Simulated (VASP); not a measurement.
Set up this calculation in VASP 6.6.1, as the native input.

```yaml
Task: single point
Functional: PBE
Potentials_or_basis: VASP PAW PBE potentials, release 64 (Co, Pd, O)
Cutoff: 520 eV
k_mesh: 12 × 12 × 2
Occupations: gaussian, width 0.1 eV
Spin: no spin polarisation
Hubbard_terms: Co d U = 3.32 eV
Dipole_correction: no
Further_INCAR_settings: ALGO = Normal; EDIFF = 1e-06; NBANDS = 58
```

The structure of CoPdO2 lies in POSCAR:

```
CoPdO2
1.0
    2.6942003331      0.0000000000      0.0000000000
   -1.3471001666      2.3332459314      0.0000000000
    0.0000000000      0.0000000000     16.7632648423
Co Pd O
3 3 6
Direct
    0.6666666667      0.3333333333      0.8333333333
    0.3333333333      0.6666666667      0.1666666667
    0.0000000000      0.0000000000      0.5000000000
    0.0000000000      0.0000000000      0.0000000000
    0.6666666667      0.3333333333      0.3333333333
    0.3333333333      0.6666666667      0.6666666667
    0.3333333333      0.6666666667      0.7780893255
    0.0000000000      0.0000000000      0.8885773412
    0.0000000000      0.0000000000      0.1114226588
    0.6666666667      0.3333333333      0.2219106745
    0.6666666667      0.3333333333      0.4447559921
    0.3333333333      0.6666666667      0.5552440079
```

This cell differs from its parent crystal: equal strain along all axes, cell held: -6.0 %, then relaxed in part.

These files were run (other wordings do the same):

INCAR

```
SYSTEM = CoPdO2
ALGO     = Normal         ! electronic algorithm
EDIFF    = 1E-6           ! SCF threshold, eV
ENCUT    = 520            ! plane-wave cutoff, eV
GGA      = PE             ! functional
ISIF     = 2              ! what is computed and relaxed
ISMEAR   = 0              ! smearing method
LASPH    = .True.         ! aspherical terms in the spheres
LCHARG   = .False.        ! write CHGCAR
LDAU     = .True.         ! DFT+U
LDAUJ    = 0 0 0        
LDAUL    = 2 -1 -1        ! shell
LDAUPRINT= 1            
LDAUTYPE = 2            
LDAUU    = 3.32 0 0       ! U, eV
LMAXMIX  = 4              ! l up to which the mixer works
LREAL    = .False.        ! projectors in reciprocal space
LWAVE    = .False.        ! write WAVECAR
NBANDS   = 58             ! bands
NELM     = 150            ! most SCF steps
PREC     = Accurate       ! precision mode
SIGMA    = 0.1            ! smearing width, eV
```

KPOINTS

```
k-points
0
Gamma
  12 12 2
  0 0 0
```

Potentials or basis: VASP PAW PBE potentials, release 64 (Co, Pd, O).

Launch:

```bash
$ cat potpaw_PBE.64/Co/POTCAR potpaw_PBE.64/Pd/POTCAR potpaw_PBE.64/O/POTCAR > POTCAR
$ mpirun -np 1 vasp_std > vasp.out
```

It gave:

The pressure is 57.6 GPa and the largest force is 0.204 eV/Å. The band gap on the k mesh is zero (an odd number of electrons rules out a gap without spin polarisation).

Caveat: the cell differs from its parent crystal (equal strain along all axes, cell held: -6.0 %, then relaxed in part); the cell stands under pressure; an odd number of electrons without spin polarisation forces a metal; a magnetic or distorted state may lie lower; the run has no spin polarisation, though such a crystal can be magnetic; U without spin polarisation on a metal has little footing.

Run time: 5.5 min on 1 thread of Intel(R) Xeon(R) Platinum 8259CL CPU @ 2.50GHz (Skylake/Cascade Lake), with other jobs on the host, peak memory 0.33 GiB.
